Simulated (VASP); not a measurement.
# PrMgH (P-6m2) in VASP: single point with PBE

Aim: the single point of PrMgH with PBE.

Everything below comes from runs of VASP 6.6.1. Logs are shortened: lines on timing, memory, paths and dates and some standing lists are left out, and cuts for length are marked.

## 1. The cell of the first run

The structure is hexagonal, space group P-6m2 (No. 187). Conventional cell: a = 2.772 Å, b = 2.772 Å, c = 4.975 Å, α = 90.00°, β = 90.00°, γ = 120.00°. Within 2.1 Å of Pr (site symmetry -6m2) lie 3 Mg at 1.60 Å. Mg (site symmetry -6m2) has 3 Pr at 1.60 Å within 2.1 Å. H (site symmetry -6m2) has 2 Pr at 2.49 Å and 6 H at 2.77 Å and 6 Mg at 2.96 Å within 3.3 Å.

The cell was built from a structure type or drawn by symmetry, and may not be a known phase.

## 2. Single point, PBE

Input file INCAR:

```
SYSTEM = PrMgH
PREC = Accurate ; ENCUT = 520
EDIFF = 1E-6 ; ISMEAR = 0
SIGMA = 0.1 ; LREAL = .FALSE.
LASPH = .TRUE. ; NELM = 60
ALGO = Normal ; ISIF = 2
LWAVE = .FALSE. ; LCHARG = .FALSE.
GGA = PE ; NBANDS = 15
```

Input file KPOINTS:

```
Automatic mesh
0
G
  6 6 4
  0 0 0
```

Input file POSCAR:

```
PrMgH
1.0
    2.7723856800      0.0000000000      0.0000000000
   -1.3861928400      2.4009564300      0.0000000000
    0.0000000000      0.0000000000      4.9745822800
Pr Mg H
1 1 1
Direct
    0.3333333300      0.6666666700      0.5000000000
    0.6666666700      0.3333333300      0.5000000000
    0.3333333300      0.6666666700      0.0000000000
```

Potentials or basis: VASP PAW PBE potentials, release 64 (Pr, Mg, H).

On the command line:

```console
$ cat potpaw_PBE.64/Pr/POTCAR potpaw_PBE.64/Mg/POTCAR potpaw_PBE.64/H/POTCAR > POTCAR
$ mpirun -np 1 vasp_std > vasp.out
```

OUTCAR:

```text
SYSTEM = PrMgH
   PREC = Accurate
   ENCUT = 520
   EDIFF = 1E-6
   ISMEAR = 0
   LREAL = .FALSE.
   LASPH = .TRUE.
   NELM = 60
   ISIF = 2
   GGA = PE

 ion  position               nearest neighbor table
   1  0.333  0.667  0.500-   2 1.60   2 1.60   2 1.60   2 3.20   2 3.20   2 3.20
   2  0.667  0.333  0.500-   1 1.60   1 1.60   1 1.60   1 3.20   1 3.20   1 3.20
   3  0.333  0.667  0.000-

 -----------------------------------------------------------------------------
|                                                                             |
|           W    W    AA    RRRRR   N    N  II  N    N   GGGG   !!!           |
|           W    W   A  A   R    R  NN   N  II  NN   N  G    G  !!!           |
|           W    W  A    A  R    R  N N  N  II  N N  N  G       !!!           |
|           W WW W  AAAAAA  RRRRR   N  N N  II  N  N N  G  GGG   !            |
|           WW  WW  A    A  R   R   N   NN  II  N   NN  G    G                |
|           W    W  A    A  R    R  N    N  II  N    N   GGGG   !!!           |
|                                                                             |
|     The distance between some ions is very small. Please check the          |
|     nearest-neighbor list in the OUTCAR file.                               |
|     I HOPE YOU KNOW WHAT YOU ARE DOING!                                     |
|                                                                             |
 -----------------------------------------------------------------------------

  LATTYP: Found a hexagonal cell.
 ALAT       =     2.7723856800
 C/A-ratio  =     1.7943326990

  Lattice vectors:

 A1 = (   2.7723856800,   0.0000000000,   0.0000000000)
 A2 = (  -1.3861928400,   2.4009564300,   0.0000000000)
 A3 = (   0.0000000000,   0.0000000000,   4.9745822800)

Analysis of symmetry for initial positions (statically):
=====================================================================
 Subroutine PRICEL returns:
 Original cell was already a primitive cell.

 Routine SETGRP: Setting up the symmetry group for a
 hexagonal supercell.

 Subroutine GETGRP returns: Found 12 space group operations
 (whereof 12 operations were pure point group operations)
 out of a pool of 24 trial point group operations.

The static configuration has the point symmetry D_3h.

Analysis of symmetry for dynamics (positions and initial velocities):
=====================================================================
 Subroutine PRICEL returns:
 Original cell was already a primitive cell.

 Routine SETGRP: Setting up the symmetry group for a
 hexagonal supercell.

 Subroutine GETGRP returns: Found 12 space group operations
 (whereof 12 operations were pure point group operations)
 out of a pool of 24 trial point group operations.

The dynamic configuration has the point symmetry D_3h.

 Subroutine INISYM returns: Found 12 space group operations
 (whereof 12 operations are pure point group operations),
 and found     1 'primitive' translations

----------------------------------------------------------------------------------------

                                     Primitive cell

  volume of cell :      33.1127

  direct lattice vectors                    reciprocal lattice vectors
     2.772385680  0.000000000  0.000000000     0.360700175  0.208250343  0.000000000
    -1.386192840  2.400956430  0.000000000     0.000000000  0.416500686  0.000000000
     0.000000000  0.000000000  4.974582280     0.000000000  0.000000000  0.201021904

  length of vectors
     2.772385680  2.772385682  4.974582280     0.416500686  0.416500686  0.201021904

  position of ions in fractional coordinates (direct lattice)
     0.333333330  0.666666670  0.500000000
     0.666666670  0.333333330  0.500000000
     0.333333330  0.666666670  0.000000000

  ion indices of the primitive-cell ions
   primitive index   ion index
                 1           1
                 2           2
                 3           3

----------------------------------------------------------------------------------------

 KPOINTS: Automatic mesh

Automatic generation of k-mesh.
 Grid dimensions read from file:
 generate k-points for:    6    6    4

 Generating k-lattice:

  Cartesian coordinates                     Fractional coordinates (reciprocal lattice)
     0.060116696  0.034708390  0.000000000     0.166666667  0.000000000  0.000000000
     0.000000000  0.069416781  0.000000000     0.000000000  0.166666667  0.000000000
     0.000000000  0.000000000  0.050255476     0.000000000  0.000000000  0.250000000

  Length of vectors
     0.069416781  0.069416781  0.050255476

  Shift w.r.t. Gamma in fractional coordinates (k-lattice)
     0.000000000  0.000000000  0.000000000

 Subroutine IBZKPT returns following result:
 ===========================================

 Found     21 irreducible k-points:

 Following reciprocal coordinates:
            Coordinates               Weight
  0.000000  0.000000  0.000000      1.000000
  0.166667 -0.000000  0.000000      6.000000
  0.333333  0.000000  0.000000      6.000000
  0.500000  0.000000  0.000000      3.000000
  0.166667  0.166667  0.000000      6.000000
  0.333333  0.166667  0.000000     12.000000
[... 13 lines left out ...]
  0.333333  0.166667  0.500000     12.000000
  0.333333  0.333333  0.500000      2.000000
   k-points           NKPTS =     21   k-points in BZ     NKDIM =     21   number of bands    NBANDS=     15
   number of dos      NEDOS =    301   number of ions     NIONS =      3
   total plane-waves  NPLWV =  23040
   dimension x,y,z NGX =    24 NGY =   24 NGZ =   40
   dimension x,y,z NGXF=    48 NGYF=   48 NGZF=   80
   ions per type =               1   1   1
   NGX,Y,Z   is equivalent  to a cutoff of  14.39, 14.39, 13.37 a.u.
   NGXF,Y,Z  is equivalent  to a cutoff of  28.78, 28.78, 26.74 a.u.
 SYSTEM =  PrMgH
   PREC   = accura    normal or accurate (medium, high low for compatibility)
   ISTART =      0    job   : 0-new  1-cont  2-samecut
   ICHARG =      2    charge: 1-file 2-atom 10-const
   ISPIN  =      1    spin polarized calculation?
   LNONCOLLINEAR =      F non collinear calculations
   LSORBIT =      F    spin-orbit coupling
   LASPH  =      T    aspherical Exc in radial PAW
   ENCUT  =  520.0 eV  38.22 Ry    6.18 a.u.   5.15  5.15  9.25*2*pi/ulx,y,z
   NELM   =     60;   NELMIN=  2; NELMDL= -5     # of ELM steps
   EDIFF  = 0.1E-05   stopping-criterion for ELM
   LREAL  =      F    real-space projection
   EDIFFG = 0.1E-04   stopping-criterion for IOM
   NSW    =      0    number of steps for IOM
   IBRION =     -1    ionic relax: 0-MD 1-quasi-New 2-CG
   NFREE  =      0    steps in history (QN), initial steepest desc. (CG)
   ISIF   =      2    stress and relaxation
   ISYM   =      2    0-nonsym 1-usesym 2-fastsym
   POTIM  = 0.5000    time-step for ionic-motion
   TEBEG  =    0.0;   TEEND  =   0.0 temperature during run
   PSTRESS=    0.0 pullay stress
   NELECT =      16.0000    total number of electrons
   NUPDOWN=      -1.0000    fix difference up-down
   EMIN   =  10.00;   EMAX   =-10.00  energy-range for DOS
   EFERMI =   0.00;   METHOD = LEGACY
   ISMEAR =     0;   SIGMA  =   0.10  broadening in eV -4-tet -1-fermi 0-gaus
   EFERMI_NEDOS =   21; number of points for ismear=-14 and -15
   IALGO  =     38    algorithm
   IMIX   =      4    mixing-type and parameters
     AMIX     =   0.40;   BMIX     =  1.00
     AMIX_MAG =   1.60;   BMIX_MAG =  1.00
  volume/ion in A,a.u.               =      11.04        74.49
  Fermi-wavevector in a.u.,A,eV,Ry     =   1.284646  2.427628 22.453887  1.650314
  Thomas-Fermi vector in A             =   2.416827
   LORBIT       =      0    0 simple, 1 ext, 2 COOP (PROOUT), +10 PAW based schemes
   GGA     = PE    functional components
   LHFCALC =     F    Hartree Fock is set to
   AEXX    =    0.0000 exact exchange contribution
   IVDW    =     0    specifies the selected vdW correction
   LEPSILON=     F    determine dielectric tensor
   LRPA    =     F    only Hartree local field effects (RPA)
 non-spin polarized calculation
 Gauss-broadening in eV      SIGMA  =   0.10
  energy-cutoff  :      520.00
  volume of cell :       33.11
 maximum number of plane-waves:       900
 NGX is ok and might be reduce to    24
   NGX = 11   NGY = 11   NGZ = 19

 number of electron      15.9999999 magnetization

 Free energy of the ion-electron system (eV)
  ---------------------------------------------------
  ext. energy  EPLUGINS =         0.00000000
  ---------------------------------------------------
  free energy    TOTEN  =        37.15030940 eV

  energy without entropy =       37.17817607  energy(sigma->0) =       37.16424273

 E-fermi :   7.1884     XC(G=0): -11.2978

 val. band max:        7.1751238266   @ k =   0.1667  -0.0000   0.5000
 cond. band min:       7.2132504195   @ k =   0.1667   0.1667   0.5000
 fundamental gap:      0.0381265929
 Fermi energy:         7.1884150250

 k-point     1 :       0.0000    0.0000    0.0000
  band No.  band energies     occupation
      1     -29.6021      2.00000
      2     -11.7259      2.00000
      3      -9.1605      2.00000
      4      -9.1605      2.00000
      5       2.0537      2.00000
      6       5.7050      2.00000
      7       7.2533      0.35872
      8       7.2533      0.35871
      9       7.8396      0.00000
     10       8.5493      0.00000
     11       8.5493      0.00000
     12       9.3160      0.00000
     13      11.0980      0.00000
     14      11.0980      0.00000
     15      11.5059      0.00000

 k-point     2 :       0.1667   -0.0000    0.0000
  band No.  band energies     occupation
      1     -29.1752      2.00000
      2     -11.5202      2.00000
      3     -10.4018      2.00000
      4      -9.0434      2.00000
      5       2.6590      2.00000
      6       6.1147      2.00000
      7       7.1220      1.65220
      8       7.4492      0.00023
      9       7.7493      0.00000
     10       8.0962      0.00000
     11       8.5340      0.00000
     12       8.8591      0.00000
     13      10.0268      0.00000
     14      10.5295      0.00000
     15      12.5430      0.00000

 k-point     3 :       0.3333    0.0000    0.0000
  band No.  band energies     occupation
      1     -28.2333      2.00000
      2     -12.4918      2.00000
      3     -11.0584      2.00000
      4      -8.8003      2.00000
      5       4.2231      2.00000
      6       5.5105      2.00000
      7       5.6952      2.00000
      8       7.2569      0.33287
      9       7.4909      0.00002
     10       7.9755      0.00000
     11       8.2343      0.00000
     12       8.6104      0.00000
     13       8.6932      0.00000
     14       9.9231      0.00000
     15      11.7719      0.00000

 k-point     4 :       0.5000    0.0000    0.0000
  band No.  band energies     occupation
      1     -27.7048      2.00000
      2     -13.4449      2.00000
      3     -10.7957      2.00000
      4      -8.6740      2.00000
      5       4.5747      2.00000
      6       4.6146      2.00000
      7       6.1172      2.00000
      8       6.9136      1.99990
      9       7.4961      0.00001
     10       7.5406      0.00000
     11       8.3940      0.00000
     12       8.4880      0.00000
     13       8.6403      0.00000
     14       9.7612      0.00000
     15      10.9175      0.00000
[... 253 lines left out ...]
 k-point    19 :       0.1667    0.1667    0.5000
  band No.  band energies     occupation
      1     -28.4832      2.00000
      2     -11.7430      2.00000
      3     -11.2327      2.00000
      4      -9.2251      2.00000
      5       5.0430      2.00000
      6       6.0879      2.00000
      7       6.7687      2.00000
      8       7.1133      1.71207
      9       7.2133      0.72542
     10       7.7846      0.00000
     11       7.9088      0.00000
     12       8.6762      0.00000
     13       9.5416      0.00000
     14       9.7482      0.00000
     15      10.1579      0.00000

 k-point    20 :       0.3333    0.1667    0.5000
  band No.  band energies     occupation
      1     -27.7186      2.00000
      2     -12.8013      2.00000
      3     -10.8321      2.00000
      4      -9.6795      2.00000
      5       4.6540      2.00000
      6       5.8693      2.00000
      7       6.6387      2.00000
      8       6.8239      2.00000
      9       7.1338      1.55991
     10       7.9277      0.00000
     11       8.4318      0.00000
     12       8.5417      0.00000
     13       9.1064      0.00000
     14       9.7636      0.00000
     15      10.3626      0.00000

 k-point    21 :       0.3333    0.3333    0.5000
  band No.  band energies     occupation
      1     -27.4576      2.00000
      2     -11.9260      2.00000
      3     -11.3390      2.00000
      4     -10.6819      2.00000
      5       4.7604      2.00000
      6       5.9603      2.00000
      7       6.3220      2.00000
      8       7.2204      0.65071
      9       7.2783      0.20357
     10       7.8137      0.00000
     11       8.6570      0.00000
     12       8.7591      0.00000
     13       9.1539      0.00000
     14       9.4567      0.00000
     15       9.7142      0.00000

------------------------ aborting loop because EDIFF is reached ----------------------------------------

  FORCE on cell =-STRESS in cart. coord.  units (eV):
  Direction    XX          YY          ZZ          XY          YZ          ZX
  --------------------------------------------------------------------------------------
  -------------------------------------------------------------------------------------
  Total      123.7123370    123.7123373     -5.3464479      0.0000000     -0.0000000      0.0000000
  in kB     5985.8943746   5985.8943847   -258.6910360      0.0000000     -0.0000000      0.0000000
  external PRESSURE =    3904.3659077 kB  Pullay stress =       0.0000000 kB

 VOLUME and BASIS-vectors are now :
 -----------------------------------------------------------------------------
  energy-cutoff  :      520.00
  volume of cell :       33.11
      direct lattice vectors                 reciprocal lattice vectors
     2.772385680  0.000000000  0.000000000     0.360700175  0.208250343  0.000000000
    -1.386192840  2.400956430  0.000000000     0.000000000  0.416500686  0.000000000
     0.000000000  0.000000000  4.974582280     0.000000000  0.000000000  0.201021904

 POSITION                                       TOTAL-FORCE (eV/Angst)
 -----------------------------------------------------------------------------------
     -0.00000      1.60064      2.48729        -0.000000     -0.000000      0.000000
      1.38619      0.80032      2.48729         0.000000      0.000000      0.000000
     -0.00000      1.60064      0.00000         0.000000     -0.000000      0.000000
 -----------------------------------------------------------------------------------
    total drift:                                0.000019     -0.000011     -0.000000

  FREE ENERGIE OF THE ION-ELECTRON SYSTEM (eV)
  ---------------------------------------------------
  free  energy   TOTEN  =        37.1503094010 eV

  energy  without entropy=       37.1781760655  energy(sigma->0) =       37.16424273
```

Run time: 44 s. Hardware: 1 thread of Intel Xeon 8259CL, shared host; peak memory 0.18 GiB.

Results:

| Item | Value |
| --- | --- |
| Free energy | 37.1503 eV |
| Pressure | 390.4 GPa |
| Band gap on the k mesh | zero (bands 8 and 9 overlap by 0.51 eV) |

Levels at points of the mesh, in eV from the Fermi level:
```tsv
k point	band 5	band 6	band 7	band 8	band 9	band 10	band 11	band 12
(0.00, 0.00, 0.00)	-5.13	-1.48	0.06	0.06	0.65	1.36	1.36	2.13
(0.50, 0.00, 0.00)	-2.61	-2.57	-1.07	-0.27	0.31	0.35	1.21	1.30
(0.00, 0.00, 0.50)	-3.13	-1.48	-0.66	0.06	0.06	0.73	1.37	1.37
(0.50, 0.00, 0.50)	-2.97	-2.43	-0.27	-0.22	0.32	0.58	1.19	1.46
```

Caveat: the k points lie up to 0.44 Å⁻¹ apart, too coarse for converged energies and pressures of a metal; atoms lie so close that the PAW spheres overlap strongly, which falsifies energies and pressures; spin-orbit coupling is left out, which moves the levels of the heavy elements; semilocal functionals describe open f shells poorly, which spoils levels, moments and volumes.
